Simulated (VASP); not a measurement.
# HfC in VASP: a series of runs

Runs on HfC. Level: LDA. Tasks: single point.

All numbers are computed with VASP 6.6.1; they aren't measurements. Logs are shortened: lines on timing, memory, paths and dates and some standing lists are left out, and cuts for length are marked.

## (1) The cell of the first run

The typed cell holds 2 atoms: a = 3.288 Å, b = 3.288 Å, c = 3.288 Å, α = 60.00°, β = 60.00°, γ = 60.00°.

## (2) Single point, LDA (atoms moved at random)

Input file INCAR:

```
PREC = Accurate
ENCUT = 520
EDIFF = 1E-6
ISMEAR = -1
SIGMA = 0.05
LREAL = F
LASPH = T
NELM = 80
ALGO = Normal
ISIF = 2
LWAVE = F
LCHARG = F
NBANDS = 14
```

Input file KPOINTS:

```
Automatic mesh
0
Gamma
  10 10 10
```

Input file POSCAR:

```
HfC
1.0
    0.0000000000      2.3250000000      2.3250000000
    2.3250000000      0.0000000000      2.3250000000
    2.3250000000      2.3250000000      0.0000000000
Hf C
1 1
Direct
    0.5094580000      0.4951970000      0.4941300000
    0.0040740000     -0.0091950000      0.0052600000
```

Potentials or basis: VASP PAW LDA potentials, release 64 (Hf_pv, C).

Started as:

```bash
> cat potpaw_LDA.64/Hf_pv/POTCAR potpaw_LDA.64/C/POTCAR > POTCAR
> mpirun -np 1 vasp_std > vasp.out
```

OUTCAR:

```text
PREC = Accurate
   ENCUT = 520
   EDIFF = 1E-6
   ISMEAR = -1
   LREAL = F
   LASPH = T
   NELM = 80
   ISIF = 2

 ion  position               nearest neighbor table
   1  0.509  0.495  0.494-   2 2.30   2 2.31   2 2.31   2 2.34   2 2.34   2 2.35
   2  0.004  0.991  0.005-   1 2.30   1 2.31   1 2.31   1 2.34   1 2.34   1 2.35

  LATTYP: Found a face centered cubic cell.
 ALAT       =     4.6500000000

  Lattice vectors:

 A1 = (   0.0000000000,   2.3250000000,   2.3250000000)
 A2 = (   2.3250000000,   0.0000000000,   2.3250000000)
 A3 = (   2.3250000000,   2.3250000000,   0.0000000000)

Analysis of symmetry for initial positions (statically):
=====================================================================
 Subroutine PRICEL returns:
 Original cell was already a primitive cell.

 Routine SETGRP: Setting up the symmetry group for a
 face centered cubic supercell.

 Subroutine GETGRP returns: Found  1 space group operations
 (whereof  1 operations were pure point group operations)
 out of a pool of 48 trial point group operations.

The static configuration has the point symmetry C_1 .

Analysis of symmetry for dynamics (positions and initial velocities):
=====================================================================
 Subroutine PRICEL returns:
 Original cell was already a primitive cell.

 Routine SETGRP: Setting up the symmetry group for a
 face centered cubic supercell.

 Subroutine GETGRP returns: Found  1 space group operations
 (whereof  1 operations were pure point group operations)
 out of a pool of 48 trial point group operations.

The dynamic configuration has the point symmetry C_1 .

 Subroutine INISYM returns: Found  1 space group operations
 (whereof  1 operations are pure point group operations),
 and found     1 'primitive' translations

----------------------------------------------------------------------------------------

                                     Primitive cell

  volume of cell :      25.1362

  direct lattice vectors                    reciprocal lattice vectors
     0.000000000  2.325000000  2.325000000    -0.215053763  0.215053763  0.215053763
     2.325000000  0.000000000  2.325000000     0.215053763 -0.215053763  0.215053763
     2.325000000  2.325000000  0.000000000     0.215053763  0.215053763 -0.215053763

  length of vectors
     3.288046533  3.288046533  3.288046533     0.372484045  0.372484045  0.372484045

  position of ions in fractional coordinates (direct lattice)
     0.509458000  0.495197000  0.494130000
[... 82 lines left out ...]
   IBRION =     -1    ionic relax: 0-MD 1-quasi-New 2-CG
   NFREE  =      0    steps in history (QN), initial steepest desc. (CG)
   ISIF   =      2    stress and relaxation
   ISYM   =      2    0-nonsym 1-usesym 2-fastsym
   POTIM  = 0.5000    time-step for ionic-motion
   TEBEG  =    0.0;   TEEND  =   0.0 temperature during run
   PSTRESS=    0.0 pullay stress
   NELECT =      14.0000    total number of electrons
   NUPDOWN=      -1.0000    fix difference up-down
   EMIN   =  10.00;   EMAX   =-10.00  energy-range for DOS
   EFERMI =   0.00;   METHOD = LEGACY
   ISMEAR =    -1;   SIGMA  =   0.05  broadening in eV -4-tet -1-fermi 0-gaus
   EFERMI_NEDOS =   21; number of points for ismear=-14 and -15
   IALGO  =     38    algorithm
   IMIX   =      4    mixing-type and parameters
     AMIX     =   0.40;   BMIX     =  1.00
     AMIX_MAG =   1.60;   BMIX_MAG =  1.00
  volume/ion in A,a.u.               =      12.57        84.81
  Fermi-wavevector in a.u.,A,eV,Ry     =   1.346949  2.545365 24.684672  1.814272
  Thomas-Fermi vector in A             =   2.474740
   LORBIT       =      0    0 simple, 1 ext, 2 COOP (PROOUT), +10 PAW based schemes
   GGA     = CA    functional components
   LHFCALC =     F    Hartree Fock is set to
   AEXX    =    0.0000 exact exchange contribution
   IVDW    =     0    specifies the selected vdW correction
   LEPSILON=     F    determine dielectric tensor
   LRPA    =     F    only Hartree local field effects (RPA)
 non-spin polarized calculation
  energy-cutoff  :      520.00
  volume of cell :       25.14
 maximum number of plane-waves:       700
   NGX = 13   NGY = 13   NGZ = 13

 number of electron      14.0000000 magnetization

 Free energy of the ion-electron system (eV)
  ---------------------------------------------------
  ext. energy  EPLUGINS =         0.00000000
  ---------------------------------------------------
  free energy    TOTEN  =       -22.84592021 eV

  energy without entropy =      -22.84297886  energy(sigma->0) =      -22.84444954

 E-fermi :   5.8794     XC(G=0): -12.4879

 val. band max:        5.8783412330   @ k =   0.1000   0.0000   0.0000
 cond. band min:       5.8817427583   @ k =   0.0000   0.1000   0.0000
 fundamental gap:      0.0034015252
 Fermi energy:         5.8793677118

 k-point     1 :       0.0000    0.0000    0.0000
  band No.  band energies     occupation
      1     -23.5531      2.00000
      2     -23.5530      2.00000
      3     -23.5530      2.00000
      4      -6.2954      2.00000
      5       6.7553      0.00000
      6       6.8052      0.00000
      7       6.8376      0.00000
      8       7.1656      0.00000
      9       7.2081      0.00000
     10       7.2705      0.00000
     11       9.1812      0.00000
     12       9.1921      0.00000
     13      12.7953      0.00000
     14      16.8899      0.00000
[... 377 lines left out ...]
      1     -23.6190      2.00000
      2     -23.5761      2.00000
      3     -23.5760      2.00000
      4      -5.9663      2.00000
      5       4.9155      2.00000
      6       5.9761      0.25259
      7       5.9878      0.20521
      8       6.7178      0.00000
      9       8.4813      0.00000
     10       8.5074      0.00000
     11       9.3550      0.00000
     12      10.9040      0.00000
     13      13.6836      0.00000
     14      17.7975      0.00000

 [... further k-points ...]
[... 5 lines left out ...]
  --------------------------------------------------------------------------------------
  -------------------------------------------------------------------------------------
  Total       -1.8051970     -1.8081006     -1.7935929     -0.0052581      0.0076251      0.0088618
  in kB     -115.0631661   -115.2482434   -114.3235196     -0.3351527      0.4860264      0.5648477
  external PRESSURE =    -114.8783097 kB  Pullay stress =       0.0000000 kB

 VOLUME and BASIS-vectors are now :
 -----------------------------------------------------------------------------
  energy-cutoff  :      520.00
  volume of cell :       25.14
      direct lattice vectors                 reciprocal lattice vectors
     0.000000000  2.325000000  2.325000000    -0.215053763  0.215053763  0.215053763
     2.325000000  0.000000000  2.325000000     0.215053763 -0.215053763  0.215053763
     2.325000000  2.325000000  0.000000000     0.215053763  0.215053763 -0.215053763

 POSITION                                       TOTAL-FORCE (eV/Angst)
 -----------------------------------------------------------------------------------
      2.30019      2.33334      2.33582         0.112834      0.096324     -0.163339
      2.31585      0.02170      2.31309        -0.112834     -0.096324      0.163339
 -----------------------------------------------------------------------------------
    total drift:                               -0.000060     -0.000046     -0.000038

  FREE ENERGIE OF THE ION-ELECTRON SYSTEM (eV)
  ---------------------------------------------------
  free  energy   TOTEN  =       -22.8459202118 eV

  energy  without entropy=      -22.8429788601  energy(sigma->0) =      -22.84444954
```

It took 1.7 min on 1 thread of Intel Xeon Platinum 8175M at 2.50GHz (Skylake/Cascade Lake), shared host; peak memory 0.28 GiB.

Results:

- Free energy: -22.8459 eV
- Pressure: -11.5 GPa
- Largest force: 0.221 eV/Å
- Band gap on the k mesh: zero (band 7 reaches 6.84 eV, above the bottom of band 8 at 5.49 eV)

Forces in eV/Å, atoms in the order of the input:
```
Hf   0.113  0.096 -0.163
C   -0.113 -0.096  0.163
```

Stress tensor (GPa, compression positive):
```
-11.51  -0.03   0.06
 -0.03 -11.52   0.05
  0.06   0.05 -11.43
```

Levels at points of the mesh, in eV from the Fermi level:
| k point | band 3 | band 4 | band 5 | band 6 | band 7 | band 8 | band 9 | band 10 | band 11 | band 12 |
| --- | --- | --- | --- | --- | --- | --- | --- | --- | --- | --- |
| (0.00, 0.00, 0.00) | -29.43 | -12.17 | 0.88 | 0.93 | 0.96 | 1.29 | 1.33 | 1.39 | 3.30 | 3.31 |
| (0.50, 0.00, 0.00) | -29.50 | -8.34 | -6.15 | -3.02 | -3.02 | 5.17 | 5.17 | 5.66 | 6.60 | 11.27 |
| (0.00, 0.50, 0.00) | -29.50 | -8.34 | -6.15 | -3.02 | -3.02 | 5.17 | 5.17 | 5.66 | 6.60 | 11.27 |
| (0.00, 0.00, 0.50) | -29.50 | -8.35 | -6.15 | -3.02 | -3.02 | 5.17 | 5.18 | 5.66 | 6.61 | 11.29 |
| (0.50, 0.50, 0.50) | -29.50 | -8.34 | -6.15 | -3.02 | -3.02 | 5.17 | 5.17 | 5.66 | 6.60 | 11.26 |
| (0.50, 0.50, 0.00) | -29.67 | -10.26 | -2.53 | -1.87 | -0.08 | -0.07 | 5.21 | 6.59 | 6.59 | 8.33 |
| (0.00, 0.50, 0.50) | -29.67 | -10.26 | -2.53 | -1.88 | -0.08 | -0.06 | 5.21 | 6.59 | 6.59 | 8.33 |
| (0.50, 0.00, 0.50) | -29.67 | -10.26 | -2.53 | -1.88 | -0.08 | -0.06 | 5.21 | 6.59 | 6.59 | 8.33 |

Caveat: the cell differs from its parent crystal (atoms moved at random); spin-orbit coupling is left out, which moves the levels of the heavy elements.

## (3) Single point, LDA (volume scaled by 0.94)

Input file INCAR:

```
PREC     = Accurate       # precision mode
ENCUT    = 520            # plane-wave cutoff, eV
EDIFF    = 1E-6           # SCF threshold, eV
ISMEAR   = -1             # smearing method
SIGMA    = 0.05           # smearing width, eV
LREAL    = False          # projectors in reciprocal space
LASPH    = True           # aspherical terms in the spheres
NELM     = 80             # most SCF steps
ALGO     = Normal         # electronic algorithm
ISIF     = 2              # what is computed and relaxed
LWAVE    = False          # write WAVECAR
LCHARG   = True           # write CHGCAR
GGA      = CA             # functional
LELF     = True           # ELF
LVHAR    = True         
NBANDS   = 14             # bands
```

Input file KPOINTS:

```
regular mesh
0
Gamma
  10 10 10
```

Input file POSCAR:

```
HfC
1.0
    0.0000000000      2.2775377028      2.2775377028
    2.2775377028      0.0000000000      2.2775377028
    2.2775377028      2.2775377028      0.0000000000
Hf C
1 1
Direct
    0.5000000000      0.5000000000      0.5000000000
    0.0000000000      0.0000000000      0.0000000000
```

Potentials or basis: VASP PAW LDA potentials, release 64 (Hf_pv, C).

Started as:

```bash
> cat potpaw_LDA.64/Hf_pv/POTCAR potpaw_LDA.64/C/POTCAR > POTCAR
> mpirun -np 1 vasp_std > vasp.out
```

Wall time 6.9 s (1 thread of AMD EPYC 9R45 (Zen 5), shared host); peak memory 0.11 GiB.

Results (log left out):

* Free energy: -22.8888 eV
* Pressure: 3.8 GPa
* Band gap on the k mesh: zero (band 7 reaches 7.41 eV, above the bottom of band 8 at 5.97 eV)

Levels at points of the mesh, in eV from the Fermi level:
```
           k point  band 4  band 5  band 6  band 7  band 8  band 9  band 10  band 11
(0.00, 0.00, 0.00)  -12.47    1.04    1.04    1.04    1.29    1.29     1.29     3.49
(0.50, 0.00, 0.00)   -8.26   -6.43   -3.23   -3.23    5.55    5.55     6.08     6.93
(0.50, 0.50, 0.00)  -10.54   -2.43   -2.07    0.00    0.00    5.59     7.11     7.11
```

Caveat: spin-orbit coupling is left out, which moves the levels of the heavy elements.

## (4) Single point, LDA (volume scaled by 0.96)

Input file INCAR:

```
ALGO = Normal ; EDIFF = 1E-6
ENCUT = 520 ; GGA = CA
ISIF = 2 ; ISMEAR = -1
LASPH = T ; LCHARG = F
LREAL = F ; LWAVE = F
NBANDS = 14 ; NELM = 80
PREC = Accurate ; SIGMA = 0.05
```

Input file KPOINTS:

```
k-points
0
Gamma
  10 10 10
```

Input file POSCAR:

```
HfC
1.0
    0.0000000000      2.2935772291      2.2935772291
    2.2935772291      0.0000000000      2.2935772291
    2.2935772291      2.2935772291      0.0000000000
Hf C
1 1
Direct
    0.5000000000      0.5000000000      0.5000000000
    0.0000000000      0.0000000000      0.0000000000
```

Started as:

```bash
> cat potpaw_LDA.64/Hf_pv/POTCAR potpaw_LDA.64/C/POTCAR > POTCAR
> mpirun -np 1 vasp_std > vasp.out
```

It took 6.8 s on 1 thread of AMD EPYC 9R45 (Zen 5), shared host; peak memory 0.11 GiB.

Results (log left out):

```
Free energy            : -22.8921 eV
Pressure               : -1.8 GPa
Band gap on the k mesh : zero (band 7 reaches 7.22 eV, above the bottom of band 8 at 5.80 eV)
```

Levels at points of the mesh, in eV from the Fermi level:
```tsv
k point	band 3	band 4	band 5	band 6	band 7	band 8	band 9	band 10	band 11	band 12
(0.00, 0.00, 0.00)	-29.23	-12.37	1.03	1.03	1.03	1.29	1.29	1.29	3.43	3.43
(0.50, 0.00, 0.00)	-29.31	-8.29	-6.33	-3.16	-3.16	5.43	5.43	5.94	6.83	11.84
(0.50, 0.50, 0.00)	-29.50	-10.44	-2.47	-1.99	-0.03	-0.03	5.46	6.94	6.94	8.88
```

Caveat: spin-orbit coupling is left out, which moves the levels of the heavy elements.

## (5) Overview

```csv
cell,gap on the mesh (eV),pressure (GPa)
"a = 3.288 Å, angles 60.0°, 2 atoms",none,-11.5
"a = 3.221 Å, angles 60.0°, 2 atoms",none,3.8
"a = 3.244 Å, angles 60.0°, 2 atoms",none,-1.8
```

Alike in all rows: task single point; level LDA; potentials or basis VASP PAW LDA potentials, release 64 (Hf_pv, C); no spin polarisation; k mesh 10 × 10 × 10; cutoff (eV) 520; smearing fermi-dirac 0.05 eV.

Caveats: spin-orbit coupling is left out, which moves the levels of the heavy elements.

Absolute energies hang on the potentials; compare differences alone.
